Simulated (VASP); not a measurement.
Crystal: BeTe.

```
Te Be
1.0
     0.00000    2.77000    2.77000
     2.77000    0.00000    2.77000
     2.77000    2.77000    0.00000
Te Be
1 1
Cartesian
  4.1550 4.1550 4.1550
  0.0000 0.0000 0.0000
```

Base run:

- Program: VASP 6.6.1
- Functional: LDA
- Potentials or basis: VASP PAW LDA potentials, release 64 (Te, Be)
- Cutoff: 520 eV
- k mesh: 8 × 8 × 8
- Occupations: gaussian, width 0.02 eV
- Spin: no spin polarisation

Its results: band gap on the k mesh 1.75 eV, indirect (least direct gap 3.54 eV); pressure 0.8 GPa.

**Question.** The run is repeated on the same cell with these changes: functional from LDA to PBE; potentials or basis from VASP PAW LDA potentials, release 64 (Te, Be) to VASP PAW PBE potentials, release 64 (Te, Be). What comes out?

**Answer.** Band gap on the k mesh 1.85 eV, indirect (least direct gap 3.56 eV); pressure 4.5 GPa.

Caveats: spin-orbit coupling is left out, which moves the levels of the heavy elements.

A k mesh can miss the band edges.
